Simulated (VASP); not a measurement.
Here is a VASP 6.6.1 calculation.

INCAR

```
SYSTEM = TaN
PREC     = Accurate       ! precision mode
ENCUT    = 700            ! plane-wave cutoff, eV
EDIFF    = 1E-6           ! SCF threshold, eV
ISMEAR   = 0              ! smearing method
SIGMA    = 0.05           ! smearing width, eV
LREAL    = .FALSE.        ! projectors in reciprocal space
LASPH    = .TRUE.         ! aspherical terms in the spheres
NELM     = 200            ! most SCF steps
ALGO     = Normal         ! electronic algorithm
ISIF     = 2              ! what is computed and relaxed
LWAVE    = .FALSE.        ! write WAVECAR
LCHARG   = .TRUE.         ! write CHGCAR
LNONCOLLINEAR= .TRUE.         ! non-collinear magnetism
MAGMOM   = 2 0 0 -2 0 0 0 0 0 0 0 0 ! initial moments
LORBIT   = 11             ! projections on sites
LSORBIT  = .TRUE.         ! spin-orbit coupling
GGA_COMPAT= .FALSE.      
LORBMOM  = .TRUE.       
LMAXMIX  = 4              ! l up to which the mixer works
LDAU     = .TRUE.         ! DFT+U
LDAUTYPE = 2            
LDAUL    = 2 -1           ! shell
LDAUU    = 4 0            ! U, eV
LDAUJ    = 0 0          
LDAUPRINT= 1            
GGA      = CA             ! functional
LVHAR    = .TRUE.       
NBANDS   = 50             ! bands
```

KPOINTS

```
Automatic mesh
0
G
  7 7 4
  0 0 0
```

POSCAR

```
TaN
1.0
    3.0480018400      0.0000000000      0.0000000000
   -1.5240009200      2.6396470300      0.0000000000
    0.0000000000      0.0000000000      4.9179997800
Ta N
2 2
Direct
    0.0000000000      0.0000000000      0.0000000000
    0.0000000000      0.0000000000      0.5000000000
    0.3333333333      0.6666666667      0.2500000000
    0.6666666667      0.3333333333      0.7500000000
```

Potentials or basis: VASP PAW LDA potentials, release 64 (Ta_sv_GW, N).

The run is started by

```console
$ cat potpaw_LDA.64/Ta_sv_GW/POTCAR potpaw_LDA.64/N/POTCAR > POTCAR
$ mpirun -np 1 vasp_ncl > vasp.out
```

**Question.** Predict the pressure.

**Answer.** 57.8 GPa.

**Question.** Estimate the net moment.

**Answer.** 0.00 μB per cell.

Moments on the atoms (μB; x, y, z):
```
Ta  0.00 0.00 0.00
Ta  0.00 0.00 0.00
N   0.00 0.00 0.00
N   0.00 0.00 0.00
```

Caveat: the stress differs along the axes, from 28 to 117 GPa. The state reached can hang on the start; a lower one may exist.
